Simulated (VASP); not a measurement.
Here is a VASP 6.6.1 calculation.

INCAR

```
PREC     = Accurate       # precision mode
ENCUT    = 600            # plane-wave cutoff, eV
EDIFF    = 1E-7           # SCF threshold, eV
ISMEAR   = 0              # smearing method
SIGMA    = 0.2            # smearing width, eV
LREAL    = F              # projectors in reciprocal space
LASPH    = T              # aspherical terms in the spheres
NELM     = 80             # most SCF steps
ALGO     = Normal         # electronic algorithm
ISIF     = 3              # what is computed and relaxed
LWAVE    = F              # write WAVECAR
LCHARG   = F              # write CHGCAR
GGA      = PE             # functional
IBRION   = 2              # ionic algorithm
NSW      = 36             # ionic steps
EDIFFG   = -0.08          # ionic threshold
```

The input KPOINTS:

```
Automatic mesh
0
Gamma
  4 4 2
```

File POSCAR:

```
SnH
1.0
    4.6000000000      0.0000000000      0.0000000000
   -2.3000000000      3.9837168600      0.0000000000
    0.0000000000      0.0000000000     10.0000000000
Sn H
4 4
Direct
    0.0000000000      0.0000000000      0.4510000000
    0.3333333300      0.6666666700      0.0490000000
    0.6666666700      0.3333333300      0.5490000000
    0.0000000000      0.0000000000      0.9510000000
    0.0000000000      0.0000000000      0.2780000000
    0.3333333300      0.6666666700      0.2220000000
    0.6666666700      0.3333333300      0.7220000000
    0.0000000000      0.0000000000      0.7780000000
```

Potentials or basis: VASP PAW PBE potentials, release 64 (Sn_d, H).

Command:

```sh
$ cat potpaw_PBE.64/Sn_d/POTCAR potpaw_PBE.64/H/POTCAR > POTCAR
$ mpirun -np 1 vasp_std > vasp.out
```

Problem. Predict the space group after relaxing (to 0.05 Å).

Solution. P6_3mc (No. 186).

Problem. What does it give for the relaxed volume?

Solution. 24.06 Å³/atom.

Problem. Predict the relaxed cell.

Solution. a = 4.784 Å, b = 4.784 Å, c = 9.711 Å, α = 90.00°, β = 90.00°, γ = 120.00°.

Problem. Estimate the band gap on the k mesh.

Solution. Zero (filled and empty bands touch).

The path:
```csv
step,energy change (eV),largest force (eV/Å),pressure (GPa),volume (Å³)
1,0.0000,0.5086,1.05,183.25
2,-0.0849,0.2581,0.27,187.26
3,-0.1356,0.3984,-1.00,194.97
4,-0.1599,0.2081,-0.42,194.52
5,-0.1633,0.1125,-0.57,194.64
6,-0.1709,0.0438,-0.21,192.49
```

Caveat: the k points lie up to 0.38 Å⁻¹ apart in the final cell; spin-orbit coupling is left out, which moves the levels of the heavy elements; the relaxation stopped at a loose force limit of 0.08 eV/Å, so its end isn't a converged minimum.
